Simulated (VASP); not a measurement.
# Cr (P6_3/mmc) in VASP: further runs

Runs on Cr. Level: PBE. Tasks: single point.

Everything below comes from runs of VASP 6.6.1. Logs are shortened: lines on timing, memory, paths and dates and some standing lists are left out, and cuts for length are marked.

## 1. The cell of the first run

Symmetry: P6_3/mmc, No. 194, hexagonal system. Conventional cell: a = 2.429 Å, b = 2.429 Å, c = 8.571 Å, α = 90.00°, β = 90.00°, γ = 120.00°. Cr (site symmetry -3m) has 12 Cr at 2.43 to 2.56 Å within 3.2 Å. Cr (site symmetry -6m2) has 12 Cr at 2.43 to 2.56 Å within 3.2 Å.

This isn't the form of Cr at room conditions, which is bcc.

## 2. Single point, PBE, collinear spin, antiferromagnetic start (10.95 Å³/atom)

File INCAR:

```
SYSTEM = Cr
PREC = Accurate
ENCUT = 500
EDIFF = 1E-6
ISMEAR = -1
SIGMA = 0.05
LREAL = .FALSE.
LASPH = .TRUE.
NELM = 200
ALGO = Normal
ISIF = 2
LWAVE = .FALSE.
LCHARG = .FALSE.
ISPIN = 2
MAGMOM = 1.5 1.5 -1.5 -1.5
LORBIT = 11
LMAXMIX = 4
GGA = PE
NBANDS = 36
GGA_COMPAT = .FALSE.
```

File KPOINTS:

```
regular mesh
0
G
  16 16 4
  0 0 0
```

File POSCAR:

```
Cr
1.0
    2.4287942001      0.0000000000      0.0000000000
   -1.2143971000      2.1033974778      0.0000000000
    0.0000000000      0.0000000000      8.5711604911
Cr
4
Direct
    0.0000000000      0.0000000000      1.0000000000
    0.0000000000      0.0000000000      0.5000000000
    0.3333333333      0.6666666667      0.2500000000
    0.6666666667      0.3333333333      0.7500000000
```

Potentials or basis: VASP PAW PBE potentials, release 64 (Cr_pv).

Run with:

```sh
> cat potpaw_PBE.64/Cr_pv/POTCAR > POTCAR
> mpirun -np 1 vasp_std > vasp.out
```

OUTCAR:

```text
SYSTEM = Cr
   PREC = Accurate
   ENCUT = 500
   EDIFF = 1E-6
   ISMEAR = -1
   LREAL = .FALSE.
   LASPH = .TRUE.
   NELM = 200
   ISIF = 2
   ISPIN = 2
   LORBIT = 11
   GGA = PE

 ion  position               nearest neighbor table
   1  0.000  0.000  0.000-   3 2.56   4 2.56   3 2.56   4 2.56   4 2.56   3 2.56
   2  0.000  0.000  0.500-   3 2.56   4 2.56   3 2.56   4 2.56   4 2.56   3 2.56
   3  0.333  0.667  0.250-   1 2.56   2 2.56   1 2.56   2 2.56   1 2.56   2 2.56
   4  0.667  0.333  0.750-   1 2.56   2 2.56   1 2.56   2 2.56   1 2.56   2 2.56

  LATTYP: Found a hexagonal cell.
 ALAT       =     2.4287942001
 C/A-ratio  =     3.5289776675

  Lattice vectors:

 A1 = (   2.4287942001,   0.0000000000,   0.0000000000)
 A2 = (  -1.2143971000,   2.1033974778,   0.0000000000)
 A3 = (   0.0000000000,   0.0000000000,   8.5711604911)

Analysis of symmetry for initial positions (statically):
=====================================================================
 Subroutine PRICEL returns:
 Original cell was already a primitive cell.

 Routine SETGRP: Setting up the symmetry group for a
 hexagonal supercell.

 Subroutine GETGRP returns: Found 24 space group operations
 (whereof 12 operations were pure point group operations)
 out of a pool of 24 trial point group operations.

The static configuration has the point symmetry D_3d.
 The point group associated with its full space group is D_6h.

Analysis of symmetry for dynamics (positions and initial velocities):
=====================================================================
 Subroutine PRICEL returns:
 Original cell was already a primitive cell.

 Routine SETGRP: Setting up the symmetry group for a
 hexagonal supercell.

 Subroutine GETGRP returns: Found 24 space group operations
 (whereof 12 operations were pure point group operations)
 out of a pool of 24 trial point group operations.

The dynamic configuration has the point symmetry D_3d.
 The point group associated with its full space group is D_6h.

Analysis of structural, dynamic, and magnetic symmetry:
=====================================================================
 Subroutine PRICEL returns:
 Original cell was already a primitive cell.

 Routine SETGRP: Setting up the symmetry group for a
 hexagonal supercell.

 Subroutine GETGRP returns: Found 24 space group operations
 (whereof 12 operations were pure point group operations)
 out of a pool of 24 trial point group operations.

The overall configuration has the point symmetry D_3d.
 The point group associated with its full space group is D_6h.

 Subroutine INISYM returns: Found 24 space group operations
 (whereof 12 operations are pure point group operations),
 and found     1 'primitive' translations

----------------------------------------------------------------------------------------

                                     Primitive cell

  volume of cell :      43.7877

  direct lattice vectors                    reciprocal lattice vectors
     2.428794200  0.000000000  0.000000000     0.411726938  0.237710659  0.000000000
    -1.214397100  2.103397478  0.000000000     0.000000000  0.475421317  0.000000000
     0.000000000  0.000000000  8.571160491     0.000000000  0.000000000  0.116670316

  length of vectors
     2.428794200  2.428794200  8.571160491     0.475421317  0.475421317  0.116670316

  position of ions in fractional coordinates (direct lattice)
     0.000000000  0.000000000  0.000000000
     0.000000000  0.000000000  0.500000000
     0.333333333  0.666666667  0.250000000
     0.666666667  0.333333333  0.750000000

  ion indices of the primitive-cell ions
   primitive index   ion index
                 1           1
                 2           2
                 3           3
                 4           4

----------------------------------------------------------------------------------------

 KPOINTS: regular mesh

Automatic generation of k-mesh.
 Grid dimensions read from file:
 generate k-points for:   16   16    4

 Generating k-lattice:

  Cartesian coordinates                     Fractional coordinates (reciprocal lattice)
     0.025732934  0.014856916  0.000000000     0.062500000 -0.000000000  0.000000000
     0.000000000  0.029713832  0.000000000     0.000000000  0.062500000  0.000000000
     0.000000000  0.000000000  0.029167579     0.000000000  0.000000000  0.250000000

  Length of vectors
     0.029713832  0.029713832  0.029167579

  Shift w.r.t. Gamma in fractional coordinates (k-lattice)
     0.000000000  0.000000000  0.000000000

 Subroutine IBZKPT returns following result:
 ===========================================

 Found     90 irreducible k-points:

 Following reciprocal coordinates:
            Coordinates               Weight
  0.000000  0.000000  0.000000      1.000000
  0.062500 -0.000000  0.000000      6.000000
  0.125000 -0.000000  0.000000      6.000000
  0.187500 -0.000000  0.000000      6.000000
  0.250000 -0.000000  0.000000      6.000000
  0.312500  0.000000  0.000000      6.000000
[... 16 lines left out ...]
  0.187500  0.187500  0.000000      6.000000
  0.250000  0.187500  0.000000     12.000000
 [... further k-points ...]
   k-points           NKPTS =     90   k-points in BZ     NKDIM =     90   number of bands    NBANDS=     36
   number of dos      NEDOS =    301   number of ions     NIONS =      4
   total plane-waves  NPLWV =  20736
   dimension x,y,z NGX =    18 NGY =   18 NGZ =   64
   dimension x,y,z NGXF=    36 NGYF=   36 NGZF=  128
   ions per type =               4
   NGX,Y,Z   is equivalent  to a cutoff of  12.32, 12.32, 12.41 a.u.
   NGXF,Y,Z  is equivalent  to a cutoff of  24.64, 24.64, 24.83 a.u.
 SYSTEM =  Cr
   PREC   = accura    normal or accurate (medium, high low for compatibility)
   ISTART =      0    job   : 0-new  1-cont  2-samecut
   ICHARG =      2    charge: 1-file 2-atom 10-const
   ISPIN  =      2    spin polarized calculation?
   LNONCOLLINEAR =      F non collinear calculations
   LSORBIT =      F    spin-orbit coupling
   LASPH  =      T    aspherical Exc in radial PAW
   ENCUT  =  500.0 eV  36.75 Ry    6.06 a.u.   4.43  4.43 15.63*2*pi/ulx,y,z
   NELM   =    200;   NELMIN=  2; NELMDL= -5     # of ELM steps
   EDIFF  = 0.1E-05   stopping-criterion for ELM
   LREAL  =      F    real-space projection
   EDIFFG = 0.1E-04   stopping-criterion for IOM
   NSW    =      0    number of steps for IOM
   IBRION =     -1    ionic relax: 0-MD 1-quasi-New 2-CG
   NFREE  =      0    steps in history (QN), initial steepest desc. (CG)
   ISIF   =      2    stress and relaxation
   ISYM   =      2    0-nonsym 1-usesym 2-fastsym
   POTIM  = 0.5000    time-step for ionic-motion
   TEBEG  =    0.0;   TEEND  =   0.0 temperature during run
   PSTRESS=    0.0 pullay stress
   NELECT =      48.0000    total number of electrons
   NUPDOWN=      -1.0000    fix difference up-down
   EMIN   =  10.00;   EMAX   =-10.00  energy-range for DOS
   EFERMI =   0.00;   METHOD = LEGACY
   ISMEAR =    -1;   SIGMA  =   0.05  broadening in eV -4-tet -1-fermi 0-gaus
   EFERMI_NEDOS =   21; number of points for ismear=-14 and -15
   IALGO  =     38    algorithm
   IMIX   =      4    mixing-type and parameters
     AMIX     =   0.40;   BMIX     =  1.00
     AMIX_MAG =   1.60;   BMIX_MAG =  1.00
  volume/ion in A,a.u.               =      10.95        73.87
  Fermi-wavevector in a.u.,A,eV,Ry     =   1.687996  3.189849 38.767483  2.849330
  Thomas-Fermi vector in A             =   2.770381
   LORBIT       =     11    0 simple, 1 ext, 2 COOP (PROOUT), +10 PAW based schemes
   GGA     = PE    functional components
   LHFCALC =     F    Hartree Fock is set to
   AEXX    =    0.0000 exact exchange contribution
   IVDW    =     0    specifies the selected vdW correction
   LEPSILON=     F    determine dielectric tensor
   LRPA    =     F    only Hartree local field effects (RPA)
 spin polarized calculation
  energy-cutoff  :      500.00
  volume of cell :       43.79
 maximum number of plane-waves:      1143
 NGX is ok and might be reduce to    18
   NGX =  9   NGY =  9   NGZ = 31

 number of electron      48.0000014 magnetization      -0.0033965

 number of electron      48.0000015 magnetization       0.0033660

 Free energy of the ion-electron system (eV)
  ---------------------------------------------------
  ext. energy  EPLUGINS =         0.00000000
  ---------------------------------------------------
  free energy    TOTEN  =       -36.26878308 eV

  energy without entropy =      -36.22115603  energy(sigma->0) =      -36.24496956

 E-fermi :  11.5755     XC(G=0): -13.9663

 val. band max:       11.5743123552   @ k =   0.3125   0.2500   0.0000
 cond. band min:      11.5940437387   @ k =   0.3750   0.1250   0.0000
 fundamental gap:      0.0197313835
 Fermi energy:        11.5755137585

 spin component 1

 k-point     1 :       0.0000    0.0000    0.0000
  band No.  band energies     occupation
      1     -31.7766      1.00000
      2     -31.3346      1.00000
      3     -31.3262      1.00000
      4     -30.8649      1.00000
      5     -30.7376      1.00000
      6     -30.7376      1.00000
[... 28 lines left out ...]
     35      14.1215      0.00000
     36      14.1215      0.00000

 k-point     2 :       0.0625   -0.0000    0.0000
  band No.  band energies     occupation
      1     -31.7626      1.00000
      2     -31.3319      1.00000
      3     -31.3237      1.00000
      4     -30.8667      1.00000
      5     -30.7781      1.00000
      6     -30.7487      1.00000
[... 28 lines left out ...]
     35      14.1328      0.00000
     36      14.6028      0.00000
[... 817 lines left out ...]
     35      15.0988      0.00000
     36      19.1037      0.00000

 k-point    24 :       0.2500    0.1875    0.0000
  band No.  band energies     occupation
      1     -31.6056      1.00000
      2     -31.5834      1.00000
      3     -31.5151      1.00000
      4     -31.4796      1.00000
      5     -31.3904      1.00000
      6     -31.1542      1.00000
[... 28 lines left out ...]
     35      16.0618      0.00000
     36      19.1031      0.00000

 [... further k-points ...]

 spin component 2

 k-point     1 :       0.0000    0.0000    0.0000
  band No.  band energies     occupation
      1     -31.7761      1.00000
      2     -31.3341      1.00000
      3     -31.3256      1.00000
      4     -30.8644      1.00000
      5     -30.7370      1.00000
      6     -30.7370      1.00000
[... 28 lines left out ...]
     35      14.1221      0.00000
     36      14.1221      0.00000

 k-point     2 :       0.0625   -0.0000    0.0000
  band No.  band energies     occupation
      1     -31.7621      1.00000
      2     -31.3314      1.00000
      3     -31.3231      1.00000
      4     -30.8662      1.00000
      5     -30.7776      1.00000
      6     -30.7482      1.00000
[... 28 lines left out ...]
     35      14.1335      0.00000
     36      14.6034      0.00000
[... 817 lines left out ...]
     35      15.0994      0.00000
     36      19.1042      0.00000

 k-point    24 :       0.2500    0.1875    0.0000
  band No.  band energies     occupation
      1     -31.6051      1.00000
      2     -31.5828      1.00000
      3     -31.5145      1.00000
      4     -31.4791      1.00000
      5     -31.3899      1.00000
      6     -31.1537      1.00000
[... 28 lines left out ...]
     35      16.0624      0.00000
     36      19.1026      0.00000

 [... further k-points ...]
[... 5 lines left out ...]
  --------------------------------------------------------------------------------------
  -------------------------------------------------------------------------------------
  Total        6.4855131      6.4855131      5.6962519      0.0000000      0.0000000      0.0000000
  in kB      237.3030008    237.3030008    208.4241664      0.0000000      0.0000000      0.0000000
  external PRESSURE =     227.6767227 kB  Pullay stress =       0.0000000 kB

 VOLUME and BASIS-vectors are now :
 -----------------------------------------------------------------------------
  energy-cutoff  :      500.00
  volume of cell :       43.79
      direct lattice vectors                 reciprocal lattice vectors
     2.428794200  0.000000000  0.000000000     0.411726938  0.237710659  0.000000000
    -1.214397100  2.103397478  0.000000000     0.000000000  0.475421317  0.000000000
     0.000000000  0.000000000  8.571160491     0.000000000  0.000000000  0.116670316

 POSITION                                       TOTAL-FORCE (eV/Angst)
 -----------------------------------------------------------------------------------
      0.00000      0.00000      0.00000         0.000000     -0.000000      0.000000
      0.00000      0.00000      4.28558         0.000000     -0.000000      0.000000
     -0.00000      1.40226      2.14279        -0.000000     -0.000000      0.000000
      1.21440      0.70113      6.42837        -0.000000      0.000000     -0.000000
 -----------------------------------------------------------------------------------
    total drift:                                0.000000     -0.000000      0.000000

  FREE ENERGIE OF THE ION-ELECTRON SYSTEM (eV)
  ---------------------------------------------------
  free  energy   TOTEN  =       -36.2687830832 eV

  energy  without entropy=      -36.2211560273  energy(sigma->0) =      -36.24496956

 total charge

# of ion       s       p       d       tot
------------------------------------------
    1        0.472   6.421   4.317  11.210
    2        0.472   6.421   4.317  11.210
    3        0.473   6.423   4.310  11.206
    4        0.473   6.423   4.310  11.206
--------------------------------------------------
tot          1.892  25.687  17.255  44.833

 magnetization (x)

# of ion       s       p       d       tot
------------------------------------------
    1        0.000   0.000   0.000   0.000
    2        0.000   0.000   0.000   0.000
    3        0.000   0.000   0.000   0.000
    4        0.000   0.000   0.000   0.000
--------------------------------------------------
tot          0.000   0.000   0.001   0.002
```

Run time: 1.8 min. Hardware: 1 thread of Intel Xeon 6975P-C (Granite Rapids), shared host; peak memory 0.29 GiB.

What came out:

```
Free energy                                           : -36.2688 eV
Pressure                                              : 22.8 GPa
Band gap on the k mesh                                : zero (filled and empty bands overlap)
Net moment                                            : 0.00 μB per cell
Valence electrons inside the program's atomic spheres : Cr 11.21
```

Caveat: the cell stands under pressure; the moments typed at the start vanished in this run.

## 3. Single point, PBE, collinear spin, antiferromagnetic start (11.42 Å³/atom)

This run uses another cell than the first one, of 11.42 Å³/atom.

File INCAR:

```
SYSTEM = Cr
PREC = Accurate
ENCUT = 500
EDIFF = 1E-6
ISMEAR = -1
SIGMA = 0.05
LREAL = .False.
LASPH = .True.
NELM = 200
ALGO = Normal
ISIF = 2
LWAVE = .False.
LCHARG = .False.
ISPIN = 2
MAGMOM = 1.5 1.5 -1.5 -1.5
LORBIT = 11
LMAXMIX = 4
GGA = PE
NBANDS = 36
GGA_COMPAT = .False.
```

File KPOINTS:

```
regular mesh
0
Gamma
  16 16 4
  0 0 0
```

File POSCAR:

```
Cr
1.0
    2.4634959485      0.0000000000      0.0000000000
   -1.2317479742      2.1334500735      0.0000000000
    0.0000000000      0.0000000000      8.6936221862
Cr
4
Direct
    0.0000000000      0.0000000000      1.0000000000
    0.0000000000      0.0000000000      0.5000000000
    0.3333333333      0.6666666667      0.2500000000
    0.6666666667      0.3333333333      0.7500000000
```

Potentials or basis: VASP PAW PBE potentials, release 64 (Cr_pv).

Run with:

```sh
> cat potpaw_PBE.64/Cr_pv/POTCAR > POTCAR
> mpirun -np 1 vasp_std > vasp.out
```

Run time: 5.1 min. Hardware: 1 thread of Oxide Virtual Turin-like, shared host; peak memory 0.26 GiB.

It converged, with:

```yaml
Free_energy: -36.4635 eV
Pressure: 10.0 GPa
Band_gap_on_the_k_mesh: zero (filled and empty bands overlap)
Net_moment: 0.00 μB per cell
Valence_electrons_inside_the_program's_atomic_spheres: Cr 11.11
```

Stress tensor (GPa, compression positive):
```
10.45  0.00  0.00
 0.00 10.45  0.00
 0.00  0.00  8.96
```

Levels at points of the mesh, in eV from the Fermi level:
Spin up:
```
           k point  band 20  band 21  band 22  band 23  band 24  band 25  band 26  band 27  band 28  band 29
(0.00, 0.00, 0.00)    -0.48    -0.48    -0.38    -0.38    -0.21    -0.21    -0.10    -0.10    -0.05     1.20
(0.50, 0.00, 0.00)    -1.55    -0.74    -0.30    -0.24     0.96     0.96     1.88     2.43     2.45     2.73
(0.00, 0.00, 0.50)    -1.01    -0.40    -0.40    -0.40    -0.40    -0.20    -0.20    -0.20    -0.20     1.39
(0.50, 0.00, 0.50)    -1.67     0.09     0.09     0.16     0.16     0.70     0.70     1.97     1.97     2.94
```
Spin down:
```tsv
k point	band 20	band 21	band 22	band 23	band 24	band 25	band 26	band 27	band 28	band 29
(0.00, 0.00, 0.00)	-0.48	-0.48	-0.38	-0.38	-0.21	-0.21	-0.10	-0.10	-0.05	1.20
(0.50, 0.00, 0.00)	-1.55	-0.74	-0.30	-0.24	0.96	0.96	1.88	2.43	2.45	2.73
(0.00, 0.00, 0.50)	-1.01	-0.40	-0.40	-0.40	-0.40	-0.20	-0.20	-0.20	-0.20	1.39
(0.50, 0.00, 0.50)	-1.67	0.09	0.09	0.16	0.16	0.71	0.71	1.97	1.97	2.94
```

Caveat: the cell stands under pressure; the moments typed at the start vanished in this run.

## 4. Single point, PBE, collinear spin, antiferromagnetic start (11.90 Å³/atom)

This run uses another cell than the first one, of 11.90 Å³/atom.

File INCAR:

```
ALGO = Normal ; EDIFF = 1E-6
ENCUT = 500 ; GGA = PE
GGA_COMPAT = False ; ISIF = 2
ISMEAR = -1 ; ISPIN = 2
LASPH = True ; LCHARG = True
LELF = True ; LMAXMIX = 4
LORBIT = 11 ; LREAL = False
LVHAR = True ; LWAVE = False
MAGMOM = 1.5 1.5 -1.5 -1.5 ; NBANDS = 36
NELM = 200 ; PREC = Accurate
SIGMA = 0.05
```

File KPOINTS:

```
k-points
0
Gamma
  16 16 4
```

File POSCAR:

```
Cr
1.0
    2.4972466623      0.0000000000      0.0000000000
   -1.2486233312      2.1626790491      0.0000000000
    0.0000000000      0.0000000000      8.8127277016
Cr
4
Direct
    0.0000000000      0.0000000000      1.0000000000
    0.0000000000      0.0000000000      0.5000000000
    0.3333333333      0.6666666667      0.2500000000
    0.6666666667      0.3333333333      0.7500000000
```

Run with:

```sh
> cat potpaw_PBE.64/Cr_pv/POTCAR > POTCAR
> mpirun -np 1 vasp_std > vasp.out
```

Run time: 7.1 min. Hardware: 1 thread of Oxide Virtual Turin-like, shared host; peak memory 0.27 GiB.

It converged, with:

* Free energy: -36.5197 eV
* Pressure: -0.5 GPa
* Band gap on the k mesh: zero (filled and empty bands overlap)
* Net moment: 0.00 μB per cell
* Valence electrons inside the program's atomic spheres: Cr 11.02

Stress tensor (GPa, compression positive):
```
-0.42  0.00  0.00
 0.00 -0.42  0.00
 0.00  0.00 -0.79
```

Levels at points of the mesh, in eV from the Fermi level:
Spin up:
```csv
k point,band 20,band 21,band 22,band 23,band 24,band 25,band 26,band 27,band 28,band 29
"(0.00, 0.00, 0.00)",-0.44,-0.44,-0.35,-0.35,-0.19,-0.19,-0.10,-0.08,-0.08,1.14
"(0.50, 0.00, 0.00)",-1.46,-0.73,-0.30,-0.21,0.91,0.92,1.76,2.30,2.32,2.58
"(0.00, 0.00, 0.50)",-1.00,-0.37,-0.37,-0.37,-0.37,-0.18,-0.18,-0.18,-0.18,1.32
"(0.50, 0.00, 0.50)",-1.57,0.10,0.10,0.12,0.12,0.65,0.65,1.87,1.87,2.78
```
Spin down:
```
           k point  band 20  band 21  band 22  band 23  band 24  band 25  band 26  band 27  band 28  band 29
(0.00, 0.00, 0.00)    -0.44    -0.44    -0.35    -0.35    -0.19    -0.19    -0.10    -0.08    -0.08     1.14
(0.50, 0.00, 0.00)    -1.46    -0.73    -0.30    -0.21     0.91     0.92     1.76     2.30     2.32     2.58
(0.00, 0.00, 0.50)    -1.00    -0.37    -0.37    -0.37    -0.37    -0.18    -0.18    -0.18    -0.18     1.32
(0.50, 0.00, 0.50)    -1.57     0.10     0.10     0.12     0.12     0.65     0.65     1.87     1.87     2.78
```

Caveat: the moments typed at the start vanished in this run.
